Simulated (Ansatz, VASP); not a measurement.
**Two plane-wave programs on TaSi**

The input INCAR:

```
PREC = Accurate
ENCUT = 520
EDIFF = 1E-6
ISMEAR = -1
SIGMA = 0.05
LREAL = False
LASPH = True
NELM = 80
ALGO = Normal
ISIF = 2
LWAVE = False
LCHARG = False
GGA = PS
NBANDS = 14
```

The input KPOINTS:

```
Automatic mesh
0
Gamma
  14 14 14
```

The input POSCAR:

```
TaSi
1.0
    2.7065289690      0.0000000000      0.0000000000
    0.0000000000      2.7065289690      0.0000000000
    0.0000000000      0.0000000000      2.7065289690
Ta Si
1 1
Direct
    0.0000000000      0.0000000000      0.0000000000
    0.5000000000      0.5000000000      0.5000000000
```

Input for Ansatz:

```yaml
crystal:
  lattice:
    - [2.706528969, 0.0, 0.0]
    - [0.0, 2.706528969, 0.0]
    - [0.0, 0.0, 2.706528969]
  atoms:
    - { symbol: Ta, position: [0.0, 0.0, 0.0] }
    - { symbol: Si, position: [0.5, 0.5, 0.5] }
kpoints:
  mp_grid: { grid: [14, 14, 14] }
scf:
  occupations: { method: fermi_dirac, width: 0.05 }
hamiltonian:
  xc: pbesol
  pseudopotentials: { kind: paw }
output:
  forces: true
  stress: true
  eigenvalues: true
  populations: true
  write_density: true
  write_potential: true
  elf: true
  volumetric_format: npy
```

Change from the starting cell: volume scaled by 0.65, PAW files.

Alike in both runs: task single point; functional PBEsol; k mesh 14 × 14 × 14; occupations fermi-dirac, width 0.05 eV; no spin polarisation.

|  | VASP | Ansatz |
| --- | --- | --- |
| version | VASP 6.6.1 | Ansatz 0.2.0 |
| potentials or method | VASP PAW PBE potentials, release 64 (Ta_pv, Si) | PAW with Ansatz's default frozen-core files, scalar-relativistic |
| plane-wave cutoff (eV) | 520 | 420 |
| valence electrons in the cell | 15 | 17 |

```csv
,VASP,Ansatz,Ansatz less VASP
pressure (GPa),199.6,196.3,-3.24
```

VASP's potentials were made for PBE, not for PBEsol. Both programs put the cell under a high pressure, so it lies far from rest at this level. The functional is the same, so the differences come from potentials, cutoffs and numerics. VASP's potentials hold 15 valence electrons a cell and Ansatz's 17, so a difference there can come from the potentials and not from the codes.

Neither program's run includes spin-orbit coupling. Noted on VASP's run: the cell as given lies far from equilibrium.
